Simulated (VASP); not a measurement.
# Cd (I4/mmm) in VASP: notebook, part 2 of 2

VASP 6.6.1. Earlier steps stand in the parts before.

## (5) Single point, PBE (normal strain along x -0.0267, normal strain along y +0.0000)

INCAR

```
SYSTEM = Cd
PREC     = Accurate       ! precision mode
ENCUT    = 520            ! plane-wave cutoff, eV
EDIFF    = 1E-6           ! SCF threshold, eV
ISMEAR   = 0              ! smearing method
SIGMA    = 0.15           ! smearing width, eV
LREAL    = .False.        ! projectors in reciprocal space
LASPH    = .True.         ! aspherical terms in the spheres
NELM     = 100            ! most SCF steps
ALGO     = Normal         ! electronic algorithm
ISIF     = 2              ! what is computed and relaxed
LWAVE    = .False.        ! write WAVECAR
LCHARG   = .False.        ! write CHGCAR
GGA      = PE             ! functional
NBANDS   = 12             ! bands
```

KPOINTS

```
regular mesh
0
Gamma
  18 18 18
  0 0 0
```

POSCAR

```
Cd
1.0
    0.0000000000      2.2541534960      2.2541534960
    2.1939675977      0.0000000000      2.2541534960
    2.1939675977      2.2541534960      0.0000000000
Cd
1
Direct
    0.0000000000      0.0000000000      0.0000000000
```

Potentials or basis: VASP PAW PBE potentials, release 64 (Cd).

On the command line:

```sh
> cat potpaw_PBE.64/Cd/POTCAR > POTCAR
> mpirun -np 1 vasp_std > vasp.out
```

OUTCAR:

```text
SYSTEM = Cd
   PREC = Accurate
   ENCUT = 520
   EDIFF = 1E-6
   ISMEAR = 0
   LREAL = .False.
   LASPH = .True.
   NELM = 100
   ISIF = 2
   GGA = PE

 ion  position               nearest neighbor table
   1  0.000  0.000  0.000-

  LATTYP: Found a body centered tetragonal cell.
 ALAT       =     3.1878544457
 C/A-ratio  =     1.3764540603

  Lattice vectors:

 A1 = (  -2.1939675977,   0.0000000000,  -2.2541534960)
 A2 = (  -2.1939675977,   0.0000000000,   2.2541534960)
 A3 = (   2.1939675977,   2.2541534960,   0.0000000000)

[... 531 lines left out ...]
      6      -4.2567      2.00000
      7       9.2183      0.00000
      8      14.1346      0.00000
      9      16.8802      0.00000
     10      17.4406      0.00000
     11      19.5629      0.00000
     12      20.4729      0.00000

 [... further k-points ...]
[... 5 lines left out ...]
  --------------------------------------------------------------------------------------
  -------------------------------------------------------------------------------------
  Total        0.2496800      0.1546420      0.1546420      0.0000000      0.0000000      0.0000000
  in kB       17.9418449     11.1124789     11.1124789      0.0000000      0.0000000      0.0000000
  external PRESSURE =      13.3889342 kB  Pullay stress =       0.0000000 kB

 VOLUME and BASIS-vectors are now :
 -----------------------------------------------------------------------------
  energy-cutoff  :      520.00
  volume of cell :       22.30
      direct lattice vectors                 reciprocal lattice vectors
     0.000000000  2.254153496  2.254153496    -0.227897623  0.221812756  0.221812756
     2.193967598  0.000000000  2.254153496     0.227897623 -0.221812756  0.221812756
     2.193967598  2.254153496  0.000000000     0.227897623  0.221812756 -0.221812756

 POSITION                                       TOTAL-FORCE (eV/Angst)
 -----------------------------------------------------------------------------------
      0.00000      0.00000      0.00000        -0.000000     -0.000000      0.000000
 -----------------------------------------------------------------------------------
    total drift:                                0.000000      0.000000     -0.000000

  FREE ENERGIE OF THE ION-ELECTRON SYSTEM (eV)
  ---------------------------------------------------
  free  energy   TOTEN  =        -0.7382844554 eV

  energy  without entropy=       -0.7340622781  energy(sigma->0) =       -0.73617337
```

OSZICAR:

```text
N       E                     dE             d eps       ncg     rms          rms(c)
DAV:   1     0.701171706995E+02    0.70117E+02   -0.69620E+03 12312   0.991E+02
DAV:   2     0.498389640013E+00   -0.69619E+02   -0.65936E+02 12564   0.236E+02
DAV:   3    -0.779499969648E+00   -0.12779E+01   -0.12771E+01 13736   0.359E+01
DAV:   4    -0.781097711917E+00   -0.15977E-02   -0.15977E-02 12920   0.125E+00
DAV:   5    -0.781101506500E+00   -0.37946E-05   -0.37947E-05 13676   0.612E-02    0.292E+00
DAV:   6    -0.739710561604E+00    0.41391E-01   -0.11408E-01 13616   0.426E+00    0.237E+00
DAV:   7    -0.737998848245E+00    0.17117E-02   -0.10647E-02 13428   0.107E+00    0.118E+00
DAV:   8    -0.738247640289E+00   -0.24879E-03   -0.14165E-03 12076   0.505E-01    0.583E-02
DAV:   9    -0.738279413103E+00   -0.31773E-04   -0.13247E-05 13728   0.346E-02    0.114E-02
DAV:  10    -0.738284544228E+00   -0.51311E-05   -0.39656E-06 12224   0.219E-02    0.127E-03
DAV:  11    -0.738284455389E+00    0.88838E-07   -0.13691E-08  6488   0.123E-03
   1 F= -.73828446E+00 E0= -.73617337E+00  d E =-.422218E-02
```

Run time: 24 s. Hardware: 1 thread of Intel Xeon 6975P-C (Granite Rapids), shared host; peak memory 0.23 GiB.

Results:

```
Free energy            : -0.7383 eV
Pressure               : 1.3 GPa
Band gap on the k mesh : zero (bands 6 and 7 overlap by 3.09 eV)
```

Levels at points of the mesh, in eV from the Fermi level:
```
           k point  band 3  band 4  band 5  band 6  band 7  band 8  band 9  band 10
(0.00, 0.00, 0.00)   -8.98   -8.64   -8.58   -8.56   13.88   14.78   14.81    14.81
(0.50, 0.00, 0.00)   -8.99   -8.26   -8.23   -2.19   -1.30   12.10   12.45    13.25
(0.50, 0.50, 0.00)   -8.27   -8.18   -8.13   -0.82    1.17    6.87    6.96    11.09
(0.00, 0.50, 0.50)   -8.27   -8.15   -8.15   -0.46    1.73    6.48    6.48    10.66
```

Caveat: the cell differs from its parent crystal (normal strain along x -0.0267, normal strain along y +0.0000).

## (6) Single point, PBE (normal strain along x -0.0133, normal strain along y +0.0000)

INCAR

```
ALGO = Normal
EDIFF = 1E-6
ENCUT = 520
GGA = PE
ISIF = 2
ISMEAR = 0
LASPH = T
LCHARG = F
LREAL = F
LWAVE = F
NBANDS = 12
NELM = 80
PREC = Accurate
SIGMA = 0.15
```

KPOINTS

```
k-points
0
Gamma
  18 18 18
```

POSCAR

```
Cd
1.0
    0.0000000000      2.2541534960      2.2541534960
    2.2241732545      0.0000000000      2.2541534960
    2.2241732545      2.2541534960      0.0000000000
Cd
1
Direct
    0.0000000000      0.0000000000      0.0000000000
```

Potentials or basis: VASP PAW PBE potentials, release 64 (Cd).

On the command line:

```sh
> cat potpaw_PBE.64/Cd/POTCAR > POTCAR
> mpirun -np 1 vasp_std > vasp.out
```

OUTCAR:

```text
EDIFF = 1E-6
   ENCUT = 520
   GGA = PE
   ISIF = 2
   ISMEAR = 0
   LASPH = T
   LREAL = F
   NELM = 80
   PREC = Accurate

 ion  position               nearest neighbor table
   1  0.000  0.000  0.000-

  LATTYP: Found a body centered tetragonal cell.
 ALAT       =     3.1878544457
 C/A-ratio  =     1.3954045220

  Lattice vectors:

 A1 = (  -2.2241732545,   0.0000000000,  -2.2541534960)
 A2 = (  -2.2241732545,   0.0000000000,   2.2541534960)
 A3 = (   2.2241732545,   2.2541534960,   0.0000000000)

Analysis of symmetry for initial positions (statically):
=====================================================================
 Subroutine PRICEL returns:
 Original cell was already a primitive cell.

 Routine SETGRP: Setting up the symmetry group for a
 body centered tetragonal supercell.

 Subroutine GETGRP returns: Found 16 space group operations
 (whereof 16 operations were pure point group operations)
 out of a pool of 16 trial point group operations.

The static configuration has the point symmetry D_4h.

Analysis of symmetry for dynamics (positions and initial velocities):
=====================================================================
 Subroutine PRICEL returns:
 Original cell was already a primitive cell.

 Routine SETGRP: Setting up the symmetry group for a
 body centered tetragonal supercell.

 Subroutine GETGRP returns: Found 16 space group operations
 (whereof 16 operations were pure point group operations)
 out of a pool of 16 trial point group operations.

The dynamic configuration has the point symmetry D_4h.

 Subroutine INISYM returns: Found 16 space group operations
 (whereof 16 operations are pure point group operations),
 and found     1 'primitive' translations

----------------------------------------------------------------------------------------

                                     Primitive cell

  volume of cell :      22.6030

  direct lattice vectors                    reciprocal lattice vectors
     0.000000000  2.254153496  2.254153496    -0.224802631  0.221812756  0.221812756
     2.224173255  0.000000000  2.254153496     0.224802631 -0.221812756  0.221812756
     2.224173255  2.254153496  0.000000000     0.224802631  0.221812756 -0.221812756

  length of vectors
     3.187854446  3.166726172  3.166726172     0.385924890  0.385924890  0.385924890

  position of ions in fractional coordinates (direct lattice)
     0.000000000  0.000000000  0.000000000

  ion indices of the primitive-cell ions
   primitive index   ion index
                 1           1

----------------------------------------------------------------------------------------

 KPOINTS: k-points

Automatic generation of k-mesh.
 Grid dimensions read from file:
 generate k-points for:   18   18   18

 Generating k-lattice:

  Cartesian coordinates                     Fractional coordinates (reciprocal lattice)
    -0.012489035  0.012322931  0.012322931     0.055555556  0.000000000  0.000000000
     0.012489035 -0.012322931  0.012322931     0.000000000  0.055555556  0.000000000
     0.012489035  0.012322931 -0.012322931     0.000000000  0.000000000  0.055555556

  Length of vectors
     0.021440272  0.021440272  0.021440272

  Shift w.r.t. Gamma in fractional coordinates (k-lattice)
     0.000000000  0.000000000  0.000000000

 Subroutine IBZKPT returns following result:
 ===========================================

 Found    480 irreducible k-points:

 Following reciprocal coordinates:
            Coordinates               Weight
  0.000000  0.000000  0.000000      1.000000
  0.055556  0.000000  0.000000      8.000000
  0.111111  0.000000  0.000000      8.000000
  0.166667  0.000000  0.000000      8.000000
  0.222222  0.000000  0.000000      8.000000
  0.277778  0.000000  0.000000      8.000000
[... 16 lines left out ...]
 -0.277778  0.055556  0.000000     16.000000
 -0.222222  0.055556  0.000000     16.000000
 [... further k-points ...]
   k-points           NKPTS =    480   k-points in BZ     NKDIM =    480   number of bands    NBANDS=     12
   number of dos      NEDOS =    301   number of ions     NIONS =      1
   total plane-waves  NPLWV =  13824
   dimension x,y,z NGX =    24 NGY =   24 NGZ =   24
   dimension x,y,z NGXF=    48 NGYF=   48 NGZF=   48
   ions per type =               1
   NGX,Y,Z   is equivalent  to a cutoff of  12.52, 12.60, 12.60 a.u.
   NGXF,Y,Z  is equivalent  to a cutoff of  25.03, 25.20, 25.20 a.u.
 SYSTEM =  unknown system
   PREC   = accura    normal or accurate (medium, high low for compatibility)
   ISTART =      0    job   : 0-new  1-cont  2-samecut
   ICHARG =      2    charge: 1-file 2-atom 10-const
   ISPIN  =      1    spin polarized calculation?
   LNONCOLLINEAR =      F non collinear calculations
   LSORBIT =      F    spin-orbit coupling
   LASPH  =      T    aspherical Exc in radial PAW
   ENCUT  =  520.0 eV  38.22 Ry    6.18 a.u.   5.93  5.89  5.89*2*pi/ulx,y,z
   NELM   =     80;   NELMIN=  2; NELMDL= -5     # of ELM steps
   EDIFF  = 0.1E-05   stopping-criterion for ELM
   LREAL  =      F    real-space projection
   EDIFFG = 0.1E-04   stopping-criterion for IOM
   NSW    =      0    number of steps for IOM
   IBRION =     -1    ionic relax: 0-MD 1-quasi-New 2-CG
   NFREE  =      0    steps in history (QN), initial steepest desc. (CG)
   ISIF   =      2    stress and relaxation
   ISYM   =      2    0-nonsym 1-usesym 2-fastsym
   POTIM  = 0.5000    time-step for ionic-motion
   TEBEG  =    0.0;   TEEND  =   0.0 temperature during run
   PSTRESS=    0.0 pullay stress
   NELECT =      12.0000    total number of electrons
   NUPDOWN=      -1.0000    fix difference up-down
   EMIN   =  10.00;   EMAX   =-10.00  energy-range for DOS
   EFERMI =   0.00;   METHOD = LEGACY
   ISMEAR =     0;   SIGMA  =   0.15  broadening in eV -4-tet -1-fermi 0-gaus
   EFERMI_NEDOS =   21; number of points for ismear=-14 and -15
   IALGO  =     38    algorithm
   IMIX   =      4    mixing-type and parameters
     AMIX     =   0.40;   BMIX     =  1.00
     AMIX_MAG =   1.60;   BMIX_MAG =  1.00
  volume/ion in A,a.u.               =      22.60       152.53
  Fermi-wavevector in a.u.,A,eV,Ry     =   1.325603  2.505026 23.908464  1.757223
  Thomas-Fermi vector in A             =   2.455051
   LORBIT       =      0    0 simple, 1 ext, 2 COOP (PROOUT), +10 PAW based schemes
   GGA     = PE    functional components
   LHFCALC =     F    Hartree Fock is set to
   AEXX    =    0.0000 exact exchange contribution
   IVDW    =     0    specifies the selected vdW correction
   LEPSILON=     F    determine dielectric tensor
   LRPA    =     F    only Hartree local field effects (RPA)
 non-spin polarized calculation
 Gauss-broadening in eV      SIGMA  =   0.15
  energy-cutoff  :      520.00
  volume of cell :       22.60
 maximum number of plane-waves:       622
   NGX = 11   NGY = 11   NGZ = 11

 number of electron      11.9999994 magnetization

 Free energy of the ion-electron system (eV)
  ---------------------------------------------------
  ext. energy  EPLUGINS =         0.00000000
  ---------------------------------------------------
  free energy    TOTEN  =        -0.74089376 eV

  energy without entropy =       -0.73669649  energy(sigma->0) =       -0.73879512

 E-fermi :   2.5362     XC(G=0): -10.8031

 val. band max:        2.5266474664   @ k =  -0.1667   0.4444   0.3333
 cond. band min:       2.5449268434   @ k =  -0.3333   0.2778   0.1667
 fundamental gap:      0.0182793770
 Fermi energy:         2.5362263013

 k-point     1 :       0.0000    0.0000    0.0000
  band No.  band energies     occupation
      1      -6.4710      2.00000
      2      -6.4710      2.00000
      3      -6.4305      2.00000
      4      -6.0562      2.00000
      5      -6.0199      2.00000
      6      -5.9426      2.00000
      7      16.3628      0.00000
      8      17.1861      0.00000
      9      17.2024      0.00000
     10      17.2024      0.00000
     11      20.4875      0.00000
     12      20.5266      0.00000

 k-point     2 :       0.0556    0.0000    0.0000
  band No.  band energies     occupation
      1      -6.4731      2.00000
      2      -6.4586      2.00000
      3      -6.4236      2.00000
      4      -6.0587      2.00000
      5      -6.0233      2.00000
      6      -5.8644      2.00000
      7      15.8007      0.00000
      8      16.6194      0.00000
      9      17.0620      0.00000
     10      17.0633      0.00000
     11      20.7259      0.00000
     12      20.7575      0.00000
[... 316 lines left out ...]
 k-point    24 :      -0.2222    0.0556    0.0000
  band No.  band energies     occupation
      1      -6.6404      2.00000
      2      -6.3798      2.00000
      3      -6.3353      2.00000
      4      -6.0322      2.00000
      5      -5.9576      2.00000
      6      -4.2822      2.00000
      7       9.0676      0.00000
      8      13.9893      0.00000
      9      16.7737      0.00000
     10      17.0482      0.00000
     11      19.4709      0.00000
     12      19.9672      0.00000

 [... further k-points ...]
[... 5 lines left out ...]
  --------------------------------------------------------------------------------------
  -------------------------------------------------------------------------------------
  Total        0.1312717      0.0799486      0.0799486      0.0000000      0.0000000      0.0000000
  in kB        9.3049912      5.6670353      5.6670353      0.0000000      0.0000000      0.0000000
  external PRESSURE =       6.8796873 kB  Pullay stress =       0.0000000 kB

 VOLUME and BASIS-vectors are now :
 -----------------------------------------------------------------------------
  energy-cutoff  :      520.00
  volume of cell :       22.60
      direct lattice vectors                 reciprocal lattice vectors
     0.000000000  2.254153496  2.254153496    -0.224802631  0.221812756  0.221812756
     2.224173255  0.000000000  2.254153496     0.224802631 -0.221812756  0.221812756
     2.224173255  2.254153496  0.000000000     0.224802631  0.221812756 -0.221812756

 POSITION                                       TOTAL-FORCE (eV/Angst)
 -----------------------------------------------------------------------------------
      0.00000      0.00000      0.00000         0.000000      0.000000      0.000000
 -----------------------------------------------------------------------------------
    total drift:                                0.000000      0.000000     -0.000000

  FREE ENERGIE OF THE ION-ELECTRON SYSTEM (eV)
  ---------------------------------------------------
  free  energy   TOTEN  =        -0.7408937613 eV

  energy  without entropy=       -0.7366964865  energy(sigma->0) =       -0.73879512
```

It took 24 s on 1 thread of Intel Xeon 6975P-C (Granite Rapids), shared host; peak memory 0.24 GiB.

What came out:

```yaml
Free_energy: -0.7409 eV
Pressure: 0.7 GPa
Band_gap_on_the_k_mesh: zero (bands 6 and 7 overlap by 3.01 eV)
```

Stress tensor (GPa, compression positive):
```
0.93 0.00 0.00
0.00 0.57 0.00
0.00 0.00 0.57
```

Caveat: the cell differs from its parent crystal (normal strain along x -0.0133, normal strain along y +0.0000).

## (7) The runs side by side

```csv
cell,gap on the mesh (eV),pressure (GPa)
"a = 3.125, b = 3.125, c = 3.060 Å, angles 60.7, 60.7, 58.6°, 1 atom",none,4.6
"a = 3.146, b = 3.146, c = 3.103 Å, angles 60.4, 60.4, 59.1°, 1 atom",none,2.8
"a = 3.167, b = 3.167, c = 3.145 Å, angles 60.2, 60.2, 59.6°, 1 atom",none,1.3
"a = 3.188, b = 3.146, c = 3.146 Å, angles 60.9, 59.6, 59.6°, 1 atom",none,1.3
"a = 3.188, b = 3.167, c = 3.167 Å, angles 60.4, 59.8, 59.8°, 1 atom",none,0.7
```

Alike in all rows: task single point; level PBE; potentials or basis VASP PAW PBE potentials, release 64 (Cd); no spin polarisation; k mesh 18 × 18 × 18; cutoff (eV) 520; smearing gaussian 0.15 eV.

Caveats: the cell stands under pressure (at least some runs).

Total energies depend on the potentials used, so only differences within one code and one set of settings carry meaning.
